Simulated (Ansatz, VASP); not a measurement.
**WSe2: VASP beside Ansatz**

```xyz
6
Lattice="3.3545 0.0000 0.0000 -1.6773 2.9051 0.0000 0.0000 0.0000 13.2244" Properties=species:S:1:pos:R:3 pbc="T T T"
W     0.0000    1.9367    3.3061
W     1.6773    0.9684    9.9183
Se    0.0000    1.9367    8.2123
Se    1.6773    0.9684    1.6001
Se    0.0000    1.9367   11.6242
Se    1.6773    0.9684    5.0120
```

Change from the starting cell: volume scaled by 1.06, crystal datasets.

Alike in both runs: task electric field gradients; functional PBE; k mesh 11 × 11 × 3; occupations fermi-dirac, width 0.08 eV; no spin polarisation.

|  | VASP | Ansatz |
| --- | --- | --- |
| version | VASP 6.6.1 | Ansatz 0.2.0 |
| potentials or method | VASP PAW PBE potentials, release 64 (W_sv, Se), cutoff 520 eV | all-electron PAW with datasets made for the crystal, scalar-relativistic |

```tsv
	VASP	Ansatz	Ansatz less VASP
pressure (GPa)	-3.6	-3.8	-0.19
traceless stress, the component that is largest in VASP (GPa)	-0.19	-0.25	-0.065
rms of the force components (eV/Å)	0.321	0.336	+0.0151
size of Vzz on the site where it differs most (V/Å²)	141.7	156.1	+14.31
```

Atom by atom the forces differ by 0.015 eV/Å (rms over components). Ansatz ran all-electron here, and VASP with PAW potentials.

Spin-orbit coupling is off throughout.
